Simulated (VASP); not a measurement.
# ErBe (P6/mmm) in VASP: relaxation of cell and atoms with PBE

Aim: the relaxation of cell and atoms of ErBe with PBE.

All numbers are computed with VASP 6.6.1; they aren't measurements. Logs are shortened: lines on timing, memory, paths and dates and some standing lists are left out, and cuts for length are marked.

### 1 The cell of the first run

Symmetry: P6/mmm, No. 191, hexagonal system. The conventional cell has a = 3.078 Å, b = 3.078 Å, c = 4.429 Å, α = 90.00°, β = 90.00°, γ = 120.00°. Within 2.9 Å of Er (site symmetry 6/mmm) lie 2 Be at 2.21 Å. Be (site symmetry 6/mmm) has 2 Er at 2.21 Å within 2.9 Å.

The cell was generated, and may not be a known phase.

### 2 Relaxation of cell and atoms, PBE

File INCAR:

```
  ALGO = Normal
  EDIFF = 1E-7
  EDIFFG = -0.08
  ENCUT = 600
  GGA = PE
  GGA_COMPAT = F
  IBRION = 2
  ISIF = 3
  ISMEAR = 0
  LASPH = T
  LCHARG = F
  LMAXMIX = 6
  LREAL = F
  LWAVE = F
  NELM = 200
  NELMIN = 4
  NSW = 36
  PREC = Accurate
  SIGMA = 0.2
```

File KPOINTS:

```
k-points
0
Gamma
  7 7 5
```

File POSCAR:

```
ErBe
1.0
    3.0784380500      0.0000000000      0.0000000000
   -1.5392190300      2.6660055600      0.0000000000
    0.0000000000      0.0000000000      4.4292500700
Er Be
1 1
Direct
    0.0000000000      0.0000000000      0.0000000000
    0.0000000000      0.0000000000      0.5000000000
```

Potentials or basis: VASP PAW PBE potentials, release 64 (Er_3, Be), 4f in core.

Run with:

```bash
cat potpaw_PBE.64/Er_3/POTCAR potpaw_PBE.64/Be/POTCAR > POTCAR
mpirun -np 1 vasp_std > vasp.out
```

OUTCAR:

```text
EDIFF = 1E-7
   EDIFFG = -0.08
   ENCUT = 600
   GGA = PE
   IBRION = 2
   ISIF = 3
   ISMEAR = 0
   LASPH = T
   LREAL = F
   NELM = 200
   NELMIN = 4
   NSW = 36
   PREC = Accurate

 ion  position               nearest neighbor table
   1  0.000  0.000  0.000-   2 2.21   2 2.21
   2  0.000  0.000  0.500-   1 2.21   1 2.21

  LATTYP: Found a hexagonal cell.
 ALAT       =     3.0784380500
 C/A-ratio  =     1.4387978572

  Lattice vectors:

 A1 = (   3.0784380500,   0.0000000000,   0.0000000000)
 A2 = (  -1.5392190300,   2.6660055600,   0.0000000000)
 A3 = (   0.0000000000,   0.0000000000,   4.4292500700)

Analysis of symmetry for initial positions (statically):
=====================================================================
 Subroutine PRICEL returns:
 Original cell was already a primitive cell.

 Routine SETGRP: Setting up the symmetry group for a
 hexagonal supercell.

 Subroutine GETGRP returns: Found 24 space group operations
 (whereof 24 operations were pure point group operations)
 out of a pool of 24 trial point group operations.

The static configuration has the point symmetry D_6h.

Analysis of symmetry for dynamics (positions and initial velocities):
=====================================================================
 Subroutine PRICEL returns:
 Original cell was already a primitive cell.

 Routine SETGRP: Setting up the symmetry group for a
 hexagonal supercell.

 Subroutine GETGRP returns: Found 24 space group operations
 (whereof 24 operations were pure point group operations)
 out of a pool of 24 trial point group operations.

The dynamic configuration has the point symmetry D_6h.

 Subroutine INISYM returns: Found 24 space group operations
 (whereof 24 operations are pure point group operations),
 and found     1 'primitive' translations

----------------------------------------------------------------------------------------

                                     Primitive cell

  volume of cell :      36.3514

  direct lattice vectors                    reciprocal lattice vectors
     3.078438050  0.000000000  0.000000000     0.324840060  0.187546496  0.000000000
    -1.539219030  2.666005560  0.000000000     0.000000000  0.375092991  0.000000000
     0.000000000  0.000000000  4.429250070     0.000000000  0.000000000  0.225771854

  length of vectors
     3.078438050  3.078438057  4.429250070     0.375092992  0.375092991  0.225771854

  position of ions in fractional coordinates (direct lattice)
     0.000000000  0.000000000  0.000000000
     0.000000000  0.000000000  0.500000000

  ion indices of the primitive-cell ions
   primitive index   ion index
                 1           1
                 2           2

----------------------------------------------------------------------------------------

 KPOINTS: k-points

Automatic generation of k-mesh.
 Grid dimensions read from file:
 generate k-points for:    7    7    5

 Generating k-lattice:

  Cartesian coordinates                     Fractional coordinates (reciprocal lattice)
     0.046405723  0.026792357  0.000000000     0.142857143  0.000000000  0.000000000
     0.000000000  0.053584713  0.000000000     0.000000000  0.142857143  0.000000000
     0.000000000  0.000000000  0.045154371     0.000000000  0.000000000  0.200000000

  Length of vectors
     0.053584713  0.053584713  0.045154371

  Shift w.r.t. Gamma in fractional coordinates (k-lattice)
     0.000000000  0.000000000  0.000000000

 Subroutine IBZKPT returns following result:
 ===========================================

 Found     24 irreducible k-points:

 Following reciprocal coordinates:
            Coordinates               Weight
  0.000000  0.000000  0.000000      1.000000
  0.142857  0.000000  0.000000      6.000000
  0.285714  0.000000  0.000000      6.000000
  0.428571  0.000000  0.000000      6.000000
  0.142857  0.142857  0.000000      6.000000
  0.285714  0.142857  0.000000     12.000000
[... 16 lines left out ...]
  0.428571  0.142857  0.400000     12.000000
  0.285714  0.285714  0.400000     12.000000
   k-points           NKPTS =     24   k-points in BZ     NKDIM =     24   number of bands    NBANDS=      9
   number of dos      NEDOS =    301   number of ions     NIONS =      2
   total plane-waves  NPLWV =  28224
   dimension x,y,z NGX =    28 NGY =   28 NGZ =   36
   dimension x,y,z NGXF=    56 NGYF=   56 NGZF=   72
   ions per type =               1   1
   NGX,Y,Z   is equivalent  to a cutoff of  15.12, 15.12, 13.51 a.u.
   NGXF,Y,Z  is equivalent  to a cutoff of  30.24, 30.24, 27.02 a.u.
 SYSTEM =  unknown system
   PREC   = accura    normal or accurate (medium, high low for compatibility)
   ISTART =      0    job   : 0-new  1-cont  2-samecut
   ICHARG =      2    charge: 1-file 2-atom 10-const
   ISPIN  =      1    spin polarized calculation?
   LNONCOLLINEAR =      F non collinear calculations
   LSORBIT =      F    spin-orbit coupling
   LASPH  =      T    aspherical Exc in radial PAW
   ENCUT  =  600.0 eV  44.10 Ry    6.64 a.u.   6.15  6.15  8.85*2*pi/ulx,y,z
   NELM   =    200;   NELMIN=  4; NELMDL= -5     # of ELM steps
   EDIFF  = 0.1E-06   stopping-criterion for ELM
   LREAL  =      F    real-space projection
   EDIFFG = -.8E-01   stopping-criterion for IOM
   NSW    =     36    number of steps for IOM
   IBRION =      2    ionic relax: 0-MD 1-quasi-New 2-CG
   NFREE  =      1    steps in history (QN), initial steepest desc. (CG)
   ISIF   =      3    stress and relaxation
   ISYM   =      2    0-nonsym 1-usesym 2-fastsym
   POTIM  = 0.5000    time-step for ionic-motion
   TEBEG  =    0.0;   TEEND  =   0.0 temperature during run
   PSTRESS=    0.0 pullay stress
   NELECT =      11.0000    total number of electrons
   NUPDOWN=      -1.0000    fix difference up-down
   EMIN   =  10.00;   EMAX   =-10.00  energy-range for DOS
   EFERMI =   0.00;   METHOD = LEGACY
   ISMEAR =     0;   SIGMA  =   0.20  broadening in eV -4-tet -1-fermi 0-gaus
   EFERMI_NEDOS =   21; number of points for ismear=-14 and -15
   IALGO  =     38    algorithm
   IMIX   =      4    mixing-type and parameters
     AMIX     =   0.40;   BMIX     =  1.00
     AMIX_MAG =   1.60;   BMIX_MAG =  1.00
  volume/ion in A,a.u.               =      18.18       122.66
  Fermi-wavevector in a.u.,A,eV,Ry     =   1.099086  2.076972 16.435714  1.207991
  Thomas-Fermi vector in A             =   2.235475
   LORBIT       =      0    0 simple, 1 ext, 2 COOP (PROOUT), +10 PAW based schemes
   GGA     = PE    functional components
   LHFCALC =     F    Hartree Fock is set to
   AEXX    =    0.0000 exact exchange contribution
   IVDW    =     0    specifies the selected vdW correction
   LEPSILON=     F    determine dielectric tensor
   LRPA    =     F    only Hartree local field effects (RPA)
 conjugate gradient relaxation of ions
 non-spin polarized calculation
 Gauss-broadening in eV      SIGMA  =   0.20
  energy-cutoff  :      600.00
  volume of cell :       36.35
 maximum number of plane-waves:      1224
 NGX is ok and might be reduce to    28
   NGX = 13   NGY = 13   NGZ = 17

--------------------------------------- Ionic step        1  -------------------------------------------

 number of electron      11.0000001 magnetization

 Free energy of the ion-electron system (eV)
  ---------------------------------------------------
  ext. energy  EPLUGINS =         0.00000000
  ---------------------------------------------------
  free energy    TOTEN  =        -4.32558772 eV

  energy without entropy =       -4.26964843  energy(sigma->0) =       -4.29761807

 E-fermi :   3.6396     XC(G=0): -10.2239

 val. band max:        3.6207805503   @ k =   0.2857   0.2857   0.0000
 cond. band min:       3.6614416746   @ k =   0.4286   0.0000   0.0000
 fundamental gap:      0.0406611244
 Fermi energy:         3.6395551672

 k-point     1 :       0.0000    0.0000    0.0000
  band No.  band energies     occupation
      1     -20.6191      2.00000
      2     -19.5127      2.00000
      3     -19.5127      2.00000
      4      -2.9346      2.00000
      5       1.7231      2.00000
      6       5.4996      0.00000
      7       6.6587      0.00000
      8       6.6587      0.00000
      9       9.8829      0.00000

 k-point     2 :       0.1429    0.0000    0.0000
  band No.  band energies     occupation
      1     -20.5718      2.00000
      2     -19.8244      2.00000
      3     -19.5797      2.00000
      4      -2.4459      2.00000
      5       2.4109      2.00000
      6       5.1517      0.00000
      7       5.7585      0.00000
      8       7.3732      0.00000
      9       9.6227      0.00000

 k-point     3 :       0.2857    0.0000    0.0000
  band No.  band energies     occupation
      1     -20.4728      2.00000
      2     -20.4638      2.00000
      3     -19.7270      2.00000
      4      -1.1965      2.00000
      5       3.1619      1.99927
      6       4.3196      0.00000
      7       4.9001      0.00000
      8       8.1643      0.00000
      9       9.0373      0.00000
[... 479 lines left out ...]
 VOLUME and BASIS-vectors are now :
 -----------------------------------------------------------------------------
  energy-cutoff  :      600.00
  volume of cell :       45.65
      direct lattice vectors                 reciprocal lattice vectors
     3.027882181  0.000000000 -0.000000000     0.330263841  0.190677918  0.000000000
    -1.513941095  2.622222893  0.000000000    -0.000000000  0.381355835  0.000000000
     0.000000000 -0.000000000  5.748902871     0.000000000 -0.000000000  0.173946233

 POSITION                                       TOTAL-FORCE (eV/Angst)
 -----------------------------------------------------------------------------------
     -1.51394      2.62222      0.00000        -0.000000      0.000000      0.000000
      0.00000     -0.00000      2.87445         0.000000     -0.000000      0.000000
 -----------------------------------------------------------------------------------
    total drift:                               -0.000000      0.000000     -0.000000

  FREE ENERGIE OF THE ION-ELECTRON SYSTEM (eV)
  ---------------------------------------------------
  free  energy   TOTEN  =        -5.7415449963 eV

  energy  without entropy=       -5.6969503138  energy(sigma->0) =       -5.71924766

--------------------------------------- Ionic step        8  -------------------------------------------

 number of electron      11.0000002 magnetization

 Free energy of the ion-electron system (eV)
  ---------------------------------------------------
  ext. energy  EPLUGINS =         0.00000000
  ---------------------------------------------------
  free energy    TOTEN  =        -5.74258910 eV

  energy without entropy =       -5.69779312  energy(sigma->0) =       -5.72019111

 E-fermi :   2.5709     XC(G=0):  -9.4264

 val. band max:        2.5563673388   @ k =   0.2857   0.1429   0.2000
 cond. band min:       2.5722215280   @ k =   0.1429   0.1429   0.2000
 fundamental gap:      0.0158541893
 Fermi energy:         2.5709055309

 k-point     1 :       0.0000    0.0000    0.0000
  band No.  band energies     occupation
      1     -21.7371      2.00000
      2     -20.9019      2.00000
      3     -20.9019      2.00000
      4      -3.5334      2.00000
      5      -0.1791      2.00000
      6       1.6158      2.00000
      7       5.4250      0.00000
      8       5.4250      0.00000
      9       6.7125      0.00000

 k-point     2 :       0.1429    0.0000    0.0000
  band No.  band energies     occupation
      1     -21.6831      2.00000
      2     -21.2580      2.00000
      3     -20.9782      2.00000
      4      -3.0447      2.00000
      5       0.6223      2.00000
      6       1.7659      2.00000
      7       4.5666      0.00000
      8       6.2163      0.00000
      9       6.7393      0.00000

 k-point     3 :       0.2857    0.0000    0.0000
  band No.  band energies     occupation
      1     -21.9946      2.00000
      2     -21.5597      2.00000
      3     -21.1456      2.00000
      4      -1.7759      2.00000
      5       1.5984      2.00000
      6       2.0410      1.99982
      7       4.4602      0.00000
      8       5.8929      0.00000
      9       6.0236      0.00000
[... 263 lines left out ...]
 VOLUME and BASIS-vectors are now :
 -----------------------------------------------------------------------------
  energy-cutoff  :      600.00
  volume of cell :       45.18
      direct lattice vectors                 reciprocal lattice vectors
     3.022993191  0.000000000 -0.000000000     0.330797966  0.190986295  0.000000000
    -1.511496600  2.617988903  0.000000000    -0.000000000  0.381972589  0.000000000
     0.000000000 -0.000000000  5.708183605     0.000000000 -0.000000000  0.175187077

 POSITION                                       TOTAL-FORCE (eV/Angst)
 -----------------------------------------------------------------------------------
      3.02299      0.00000      5.70818        -0.000000     -0.000000      0.000000
      0.00000     -0.00000      2.85409         0.000000      0.000000      0.000000
 -----------------------------------------------------------------------------------
    total drift:                                0.000000     -0.000000      0.000000

  FREE ENERGIE OF THE ION-ELECTRON SYSTEM (eV)
  ---------------------------------------------------
  free  energy   TOTEN  =        -5.7425890984 eV

  energy  without entropy=       -5.6977931231  energy(sigma->0) =       -5.72019111

 reached required accuracy - stopping structural energy minimisation
```

Run time: 40 s. Hardware: 1 thread of Intel Xeon Platinum 8559C (Emerald Rapids), shared host; peak memory 0.18 GiB.

What came out:

```yaml
Free_energy: -5.7426 eV
Relaxed_volume: 22.59 Å³/atom
Relaxed_cell: a = 3.023 Å, b = 3.023 Å, c = 5.708 Å, α = 90.00°, β = 90.00°, γ = 120.00°
Space_group_after_relaxing_to_0.1_Å: P6/mmm (No. 191)
Energy_gained_by_relaxing: 708.5 meV/atom
Ionic_steps: 8
Pressure_after_relaxing: 0.0 GPa
Band_gap_on_the_k_mesh: zero (an odd number of electrons rules out a gap without spin polarisation)
```

Step by step:
| step | energy change (eV) | largest force (eV/Å) | pressure (GPa) | volume (Å³) |
| --- | --- | --- | --- | --- |
| 1 | 0.0000 | 0.0000 | 19.67 | 36.35 |
| 2 | -1.3916 | 0.0000 | -1.85 | 48.38 |
| 3 | -1.3919 | 0.0000 | -1.43 | 47.83 |
| 4 | -1.3922 | 0.0000 | -1.64 | 48.10 |
| 5 | -1.4126 | 0.0000 | -0.90 | 46.53 |
| 6 | -1.4159 | 0.0000 | -0.43 | 45.72 |
| 7 | -1.4160 | 0.0000 | -0.38 | 45.65 |
| 8 | -1.4170 | 0.0000 | 0.00 | 45.18 |

Final structure:
```
Er Be
1.0
     3.02299    0.00000    0.00000
    -1.51150    2.61799    0.00000
     0.00000    0.00000    5.70818
Er Be
1 1
Direct
  0.00000 0.00000 0.00000
  0.00000 0.00000 0.50000
```

Levels at points of the mesh, in eV from the Fermi level:
| k point | band 4 | band 5 | band 6 | band 7 | band 8 | band 9 |
| --- | --- | --- | --- | --- | --- | --- |
| (0.00, 0.00, 0.00) | -6.10 | -2.75 | -0.96 | 2.85 | 2.85 | 4.14 |

Caveat: the volume moved by over 15 % at a fixed basis, so the end points are rough; spin-orbit coupling is left out, which moves the levels of the heavy elements; the 4f electrons are frozen in the core, so they carry no moment and show no levels. Spin polarisation is off, so any magnetic state and its effect on volume and gap are missing.
